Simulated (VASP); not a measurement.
# Ti3O4 (Cmmm) in VASP: single point with r2SCAN

Aim: the single point of Ti3O4 with r2SCAN.

Program: VASP 6.6.1. These are calculated values, not measurements. Logs are shortened: lines on timing, memory, paths and dates and some standing lists are left out, and cuts for length are marked.

## 1. The cell of the first run

Symmetry: Cmmm, No. 65, orthorhombic system. Conventional cell: a = 5.848 Å, b = 8.122 Å, c = 2.999 Å, α = 90.00°, β = 90.00°, γ = 90.00°. Ti (site symmetry mmm) has 6 O at 2.03 to 2.09 Å within 2.7 Å. Within 2.7 Å of Ti (site symmetry 2/m) lie 6 O at 2.03 to 2.10 Å. O (site symmetry 2mm) has 4 Ti at 2.03 Å and 1 O at 2.74 Å within 2.8 Å. O (site symmetry m2m) has 5 Ti at 2.09 to 2.10 Å within 2.8 Å.

## 2. Single point, r2SCAN

Contents of POSCAR:

```
Ti3O4
1.0
    2.9242330296     -4.0608860504      0.0000000000
    2.9242330296      4.0608860504      0.0000000000
    0.0000000000      0.0000000000      2.9989181390
Ti O
3 4
Direct
    0.0000000000      0.0000000000      0.5000000000
    0.5000000000      0.0000000000      0.0000000000
    0.0000000000      0.5000000000      0.0000000000
    0.7653844417      0.7653844417      0.0000000000
    0.2573236396      0.7426763604      0.5000000000
    0.2346155583      0.2346155583      0.0000000000
    0.7426763604      0.2573236396      0.5000000000
```

Contents of INCAR.step1:

```
PREC = Accurate ; ENCUT = 520
ISMEAR = 0 ; SIGMA = 0.1
LREAL = False ; LASPH = True
NELM = 60 ; NBANDS = 39
GGA = PE ; ALGO = Normal
EDIFF = 1E-4 ; LWAVE = True
LCHARG = False
```

Contents of INCAR.step2:

```
PREC = Accurate ; ENCUT = 520
EDIFF = 1E-6 ; ISMEAR = 0
SIGMA = 0.1 ; LREAL = False
LASPH = True ; NELM = 60
ALGO = Normal ; ISIF = 2
LWAVE = False ; LCHARG = True
METAGGA = R2SCAN ; LMIXTAU = True
LELF = True ; LVHAR = True
NBANDS = 39 ; ISTART = 1
```

Contents of KPOINTS:

```
regular mesh
0
Gamma
  8 8 12
```

Potentials or basis: VASP PAW PBE potentials, release 64 (Ti_sv, O).

Command:

```console
> cat potpaw_PBE.64/Ti_sv/POTCAR potpaw_PBE.64/O/POTCAR > POTCAR
> cp INCAR.step1 INCAR
> mpirun -np 1 vasp_std > vasp.out
> cp INCAR.step2 INCAR
> mpirun -np 1 vasp_std > vasp.out
```

OUTCAR:

```text
PREC = Accurate
   ENCUT = 520
   EDIFF = 1E-6
   ISMEAR = 0
   LREAL = False
   LASPH = True
   NELM = 60
   ISIF = 2
   METAGGA = R2SCAN
   ISTART = 1

 ion  position               nearest neighbor table
   1  0.000  0.000  0.500-   4 2.03   6 2.03   4 2.03   6 2.03   5 2.09   7 2.09   2 2.92   3 2.92
                             2 2.92   3 2.92   3 2.92   3 2.92   2 2.92   2 2.92
   2  0.500  0.000  0.000-   4 2.03   6 2.03   5 2.10   7 2.10   5 2.10   7 2.10   1 2.92   1 2.92
                             1 2.92   1 2.92
   3  0.000  0.500  0.000-   4 2.03   6 2.03   5 2.10   7 2.10   5 2.10   7 2.10   1 2.92   1 2.92
                             1 2.92   1 2.92
   4  0.765  0.765  0.000-   2 2.03   3 2.03   1 2.03   1 2.03
   5  0.257  0.743  0.500-   1 2.09   2 2.10   3 2.10   2 2.10   3 2.10
   6  0.235  0.235  0.000-   2 2.03   3 2.03   1 2.03   1 2.03
   7  0.743  0.257  0.500-   1 2.09   2 2.10   3 2.10   2 2.10   3 2.10

  LATTYP: Found a base centered orthorhombic cell.
 ALAT       =     5.8484660592
 B/A-ratio  =     1.3887012455
 C/A-ratio  =     0.5127700338

  Lattice vectors:

 A1 = (   2.9242330296,  -4.0608860504,   0.0000000000)
 A2 = (   2.9242330296,   4.0608860504,   0.0000000000)
 A3 = (   0.0000000000,   0.0000000000,   2.9989181390)

Analysis of symmetry for initial positions (statically):
=====================================================================
 Subroutine PRICEL returns:
 Original cell was already a primitive cell.

 Routine SETGRP: Setting up the symmetry group for a
 base centered orthorhombic supercell.

 Subroutine GETGRP returns: Found  8 space group operations
 (whereof  8 operations were pure point group operations)
 out of a pool of  8 trial point group operations.

The static configuration has the point symmetry D_2h.

Analysis of symmetry for dynamics (positions and initial velocities):
=====================================================================
 Subroutine PRICEL returns:
 Original cell was already a primitive cell.

 Routine SETGRP: Setting up the symmetry group for a
 base centered orthorhombic supercell.

 Subroutine GETGRP returns: Found  8 space group operations
 (whereof  8 operations were pure point group operations)
 out of a pool of  8 trial point group operations.

The dynamic configuration has the point symmetry D_2h.

 Subroutine INISYM returns: Found  8 space group operations
 (whereof  8 operations are pure point group operations),
 and found     1 'primitive' translations

----------------------------------------------------------------------------------------

                                     Primitive cell

  volume of cell :      71.2242

  direct lattice vectors                    reciprocal lattice vectors
     2.924233030 -4.060886050  0.000000000     0.170985005 -0.123125838  0.000000000
     2.924233030  4.060886050  0.000000000     0.170985005  0.123125838  0.000000000
     0.000000000  0.000000000  2.998918139     0.000000000  0.000000000  0.333453583

  length of vectors
     5.004191676  5.004191676  2.998918139     0.210703213  0.210703213  0.333453583

  position of ions in fractional coordinates (direct lattice)
     0.000000000  0.000000000  0.500000000
     0.500000000  0.000000000  0.000000000
     0.000000000  0.500000000  0.000000000
     0.765384442  0.765384442  0.000000000
     0.257323640  0.742676360  0.500000000
     0.234615558  0.234615558  0.000000000
     0.742676360  0.257323640  0.500000000

  ion indices of the primitive-cell ions
   primitive index   ion index
                 1           1
                 2           2
                 3           3
                 4           4
                 5           5
                 6           6
                 7           7

----------------------------------------------------------------------------------------

 KPOINTS: regular mesh

Automatic generation of k-mesh.
 Grid dimensions read from file:
 generate k-points for:    8    8   12

 Generating k-lattice:

  Cartesian coordinates                     Fractional coordinates (reciprocal lattice)
     0.021373126 -0.015390730  0.000000000     0.125000000  0.000000000  0.000000000
     0.021373126  0.015390730  0.000000000     0.000000000  0.125000000  0.000000000
     0.000000000  0.000000000  0.027787799     0.000000000  0.000000000  0.083333333

  Length of vectors
     0.026337902  0.026337902  0.027787799

  Shift w.r.t. Gamma in fractional coordinates (k-lattice)
     0.000000000  0.000000000  0.000000000

 Subroutine IBZKPT returns following result:
 ===========================================

 Found    147 irreducible k-points:

 Following reciprocal coordinates:
            Coordinates               Weight
  0.000000  0.000000  0.000000      1.000000
  0.125000  0.000000  0.000000      4.000000
  0.250000  0.000000  0.000000      4.000000
  0.375000  0.000000  0.000000      4.000000
  0.500000  0.000000  0.000000      2.000000
  0.125000  0.125000  0.000000      2.000000
[... 16 lines left out ...]
  0.125000  0.000000  0.083333      8.000000
  0.250000  0.000000  0.083333      8.000000
 [... further k-points ...]
   k-points           NKPTS =    147   k-points in BZ     NKDIM =    147   number of bands    NBANDS=     39
   number of dos      NEDOS =    301   number of ions     NIONS =      7
   total plane-waves  NPLWV =  38400
   dimension x,y,z NGX =    40 NGY =   40 NGZ =   24
   dimension x,y,z NGXF=    80 NGYF=   80 NGZF=   48
   ions per type =               3   4
   NGX,Y,Z   is equivalent  to a cutoff of  13.29, 13.29, 13.30 a.u.
   NGXF,Y,Z  is equivalent  to a cutoff of  26.58, 26.58, 26.61 a.u.
 SYSTEM =  unknown system
   PREC   = accura    normal or accurate (medium, high low for compatibility)
   ISTART =      1    job   : 0-new  1-cont  2-samecut
   ICHARG =      0    charge: 1-file 2-atom 10-const
   ISPIN  =      1    spin polarized calculation?
   LNONCOLLINEAR =      F non collinear calculations
   LSORBIT =      F    spin-orbit coupling
   LASPH  =      T    aspherical Exc in radial PAW
   ENCUT  =  520.0 eV  38.22 Ry    6.18 a.u.   9.30  9.30  5.58*2*pi/ulx,y,z
   NELM   =     60;   NELMIN=  2; NELMDL=  0     # of ELM steps
   EDIFF  = 0.1E-05   stopping-criterion for ELM
   LREAL  =      F    real-space projection
   EDIFFG = 0.1E-04   stopping-criterion for IOM
   NSW    =      0    number of steps for IOM
   IBRION =     -1    ionic relax: 0-MD 1-quasi-New 2-CG
   NFREE  =      0    steps in history (QN), initial steepest desc. (CG)
   ISIF   =      2    stress and relaxation
   ISYM   =      2    0-nonsym 1-usesym 2-fastsym
   POTIM  = 0.5000    time-step for ionic-motion
   TEBEG  =    0.0;   TEEND  =   0.0 temperature during run
   PSTRESS=    0.0 pullay stress
   NELECT =      60.0000    total number of electrons
   NUPDOWN=      -1.0000    fix difference up-down
   EMIN   =  10.00;   EMAX   =-10.00  energy-range for DOS
   EFERMI =   0.00;   METHOD = LEGACY
   ISMEAR =     0;   SIGMA  =   0.10  broadening in eV -4-tet -1-fermi 0-gaus
   EFERMI_NEDOS =   21; number of points for ismear=-14 and -15
   IALGO  =     38    algorithm
   IMIX   =      4    mixing-type and parameters
     AMIX     =   0.40;   BMIX     =  1.00
     AMIX_MAG =   1.60;   BMIX_MAG =  1.00
  volume/ion in A,a.u.               =      10.17        68.66
  Fermi-wavevector in a.u.,A,eV,Ry     =   1.546142  2.921785 32.525488  2.390556
  Thomas-Fermi vector in A             =   2.651421
   LORBIT       =      0    0 simple, 1 ext, 2 COOP (PROOUT), +10 PAW based schemes
   METAGGA = R2SCAN    functional components
   LHFCALC =     F    Hartree Fock is set to
   AEXX    =    0.0000 exact exchange contribution
   IVDW    =     0    specifies the selected vdW correction
   LEPSILON=     F    determine dielectric tensor
   LRPA    =     F    only Hartree local field effects (RPA)
 non-spin polarized calculation
 Gauss-broadening in eV      SIGMA  =   0.10
  energy-cutoff  :      520.00
  volume of cell :       71.22
 maximum number of plane-waves:      1942
 NGX is ok and might be reduce to    40
   NGX = 19   NGY = 19   NGZ = 11

 number of electron      59.9999995 magnetization

 Free energy of the ion-electron system (eV)
  ---------------------------------------------------
  ext. energy  EPLUGINS =         0.00000000
  ---------------------------------------------------
  free energy    TOTEN  =       -83.65865997 eV

  energy without entropy =      -83.64284055  energy(sigma->0) =      -83.65075026

 E-fermi :   9.5248     XC(G=0): -12.7555

 val. band max:        9.5228753542   @ k =  -0.3750   0.1250   0.0833
 cond. band min:       9.5347162714   @ k =  -0.3750   0.1250   0.1667
 fundamental gap:      0.0118409172
 Fermi energy:         9.5247719939

 k-point     1 :       0.0000    0.0000    0.0000
  band No.  band energies     occupation
      1     -51.1497      2.00000
      2     -51.0875      2.00000
      3     -50.8812      2.00000
      4     -26.8789      2.00000
      5     -26.7144      2.00000
      6     -26.4125      2.00000
[... 31 lines left out ...]
     38      11.5565      0.00000
     39      11.5897      0.00000

 k-point     2 :       0.1250    0.0000    0.0000
  band No.  band energies     occupation
      1     -51.1469      2.00000
      2     -51.0893      2.00000
      3     -50.8823      2.00000
      4     -26.8581      2.00000
      5     -26.7041      2.00000
      6     -26.4081      2.00000
[... 31 lines left out ...]
     38      11.5200      0.00000
     39      11.5538      0.00000

 k-point     3 :       0.2500    0.0000    0.0000
  band No.  band energies     occupation
      1     -51.1392      2.00000
      2     -51.0946      2.00000
      3     -50.8849      2.00000
      4     -26.8055      2.00000
      5     -26.6714      2.00000
      6     -26.3950      2.00000
[... 31 lines left out ...]
     38      11.4783      0.00000
     39      11.5972      0.00000

 k-point     4 :       0.3750    0.0000    0.0000
  band No.  band energies     occupation
      1     -51.1284      2.00000
      2     -51.1029      2.00000
      3     -50.8876      2.00000
      4     -26.7544      2.00000
      5     -26.6065      2.00000
      6     -26.3837      2.00000
[... 31 lines left out ...]
     38      11.7238      0.00000
     39      12.0903      0.00000
[... 754 lines left out ...]
     38      11.4946      0.00000
     39      11.5159      0.00000

 k-point    23 :       0.1250    0.0000    0.0833
  band No.  band energies     occupation
      1     -51.1437      2.00000
      2     -51.0872      2.00000
      3     -50.8808      2.00000
      4     -26.8437      2.00000
      5     -26.6910      2.00000
      6     -26.4043      2.00000
[... 31 lines left out ...]
     38      11.4682      0.00000
     39      11.5536      0.00000

 k-point    24 :       0.2500    0.0000    0.0833
  band No.  band energies     occupation
      1     -51.1362      2.00000
      2     -51.0924      2.00000
      3     -50.8833      2.00000
      4     -26.7926      2.00000
      5     -26.6615      2.00000
      6     -26.3935      2.00000
[... 31 lines left out ...]
     38      11.4992      0.00000
     39      11.8427      0.00000

 [... further k-points ...]

------------------------ aborting loop because EDIFF is reached ----------------------------------------

  FORCE on cell =-STRESS in cart. coord.  units (eV):
  Direction    XX          YY          ZZ          XY          YZ          ZX
  --------------------------------------------------------------------------------------
  -------------------------------------------------------------------------------------
  Total        0.6727481      0.7939209      0.8013368     -0.0000000      0.0000000      0.0000000
  in kB       15.1333706     17.8591364     18.0259556     -0.0000000      0.0000000      0.0000000
  external PRESSURE =      17.0061542 kB  Pullay stress =       0.0000000 kB

 VOLUME and BASIS-vectors are now :
 -----------------------------------------------------------------------------
  energy-cutoff  :      520.00
  volume of cell :       71.22
      direct lattice vectors                 reciprocal lattice vectors
     2.924233030 -4.060886050  0.000000000     0.170985005 -0.123125838  0.000000000
     2.924233030  4.060886050  0.000000000     0.170985005  0.123125838  0.000000000
     0.000000000  0.000000000  2.998918139     0.000000000  0.000000000  0.333453583

 POSITION                                       TOTAL-FORCE (eV/Angst)
 -----------------------------------------------------------------------------------
      0.00000      0.00000      1.49946         0.000000      0.000000      0.000000
      1.46212     -2.03044      0.00000        -0.000000      0.000000      0.000000
      1.46212      2.03044      0.00000         0.000000      0.000000      0.000000
      4.47632      0.00000      0.00000        -0.069587      0.000000      0.000000
      2.92423      1.97096      1.49946         0.000000     -0.062462     -0.000000
      1.37214      0.00000      0.00000         0.069587      0.000000     -0.000000
      2.92423     -1.97096      1.49946         0.000000      0.062462      0.000000
 -----------------------------------------------------------------------------------
    total drift:                               -0.000000     -0.000000      0.000000

  FREE ENERGIE OF THE ION-ELECTRON SYSTEM (eV)
  ---------------------------------------------------
  free  energy   TOTEN  =       -83.6586599720 eV

  energy  without entropy=      -83.6428405452  energy(sigma->0) =      -83.65075026
```

Run time: 16 min. Hardware: 1 thread of AMD EPYC 9R45 (Zen 5), shared host; peak memory 0.39 GiB.

Results:

| Item | Value |
| --- | --- |
| Free energy | -83.6587 eV |
| Pressure | 1.7 GPa |
| Largest force | 0.070 eV/Å |
| Band gap on the k mesh | zero (bands 30 and 31 overlap by 1.08 eV) |

Forces on the atoms (eV/Å):
```
Ti   0.000  0.000  0.000
Ti   0.000  0.000  0.000
Ti   0.000  0.000  0.000
O   -0.070  0.000  0.000
O    0.000 -0.062  0.000
O    0.070  0.000  0.000
O    0.000  0.062  0.000
```

Caveat: the PAW data sets were made with another functional, which shifts forces and pressure a little; semilocal functionals often make such compounds metallic where correlation or magnetic order opens a gap, which also shifts bond lengths.
